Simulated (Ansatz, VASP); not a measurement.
# Two plane-wave programs on Al

File INCAR:

```
SYSTEM = Al
PREC = Accurate
ENCUT = 600
EDIFF = 1E-6
ISMEAR = -1
SIGMA = 0.05
LREAL = .FALSE.
LASPH = .TRUE.
NELM = 60
ALGO = Fast
ISIF = 3
LWAVE = .FALSE.
LCHARG = .FALSE.
GGA = RE
IVDW = 13
IBRION = 2
NSW = 60
EDIFFG = -0.01
```

KPOINTS

```
Automatic mesh
0
G
  11 11 6
  0 0 0
```

POSCAR

```
Al
1.0
    2.8124553515      0.0000000000      0.0000000000
   -1.4062276757      2.4356577814      0.0000000000
    0.0000000000      0.0000000000      4.8668500000
Al
2
Direct
    0.3333333333      0.6666666667      0.2500000000
    0.6666666667      0.3333333333      0.7500000000
```

input.yaml

```yaml
crystal:
  lattice:
    - [2.8124553515, 0.0, 0.0]
    - [-1.4062276757, 2.4356577814, 0.0]
    - [0.0, 0.0, 4.86685]
  atoms:
    - { symbol: Al, position: [0.3333333333, 0.6666666667, 0.25] }
    - { symbol: Al, position: [0.6666666667, 0.3333333333, 0.75] }
hamiltonian:
  xc: revpbe
  pseudopotentials: { kind: paw }
  dispersion: d4
kpoints:
  mp_grid: { grid: [11, 11, 6] }
scf:
  occupations: { method: fermi_dirac, width: 0.05 }
output:
  forces: true
  stress: true
  eigenvalues: true
relax:
  f_tol: 0.01
  max_steps: 40
  cell: { stress_tol: 0.05 }
```

Alike in both runs: task relaxation of cell and atoms; functional revPBE; dispersion D4; k mesh 11 × 11 × 6; occupations fermi-dirac, width 0.05 eV; no spin polarisation.

```csv
,VASP,Ansatz
version,VASP 6.6.1,Ansatz 0.2.0
potentials or method,"VASP PAW PBE potentials, release 64 (Al)",Ansatz PAW
plane-wave cutoff (eV),600,420
valence electrons in the cell,6,6
```

VASP gave:

```
gap on the k mesh at the Fermi level, each at its own relaxed structure (eV) : none
relaxed volume (Å³/atom)                                                     : 15.72
relaxed cell length with the largest relative difference (Å)                 : 4.630
```

**Question.** What did Ansatz give for the same quantities?

**Answer.** gap on the k mesh at the Fermi level, each at its own relaxed structure (eV): none; relaxed volume (Å³/atom): 15.77; relaxed cell length with the largest relative difference (Å): 4.634.

VASP's potentials were made for PBE, not for revPBE. A gap of «none» marks a metal or a gap that the smearing closes.

Noted on Ansatz's run: the plane-wave basis is chosen anew once the cell has moved, so the energies of steps on either side of that aren't comparable.
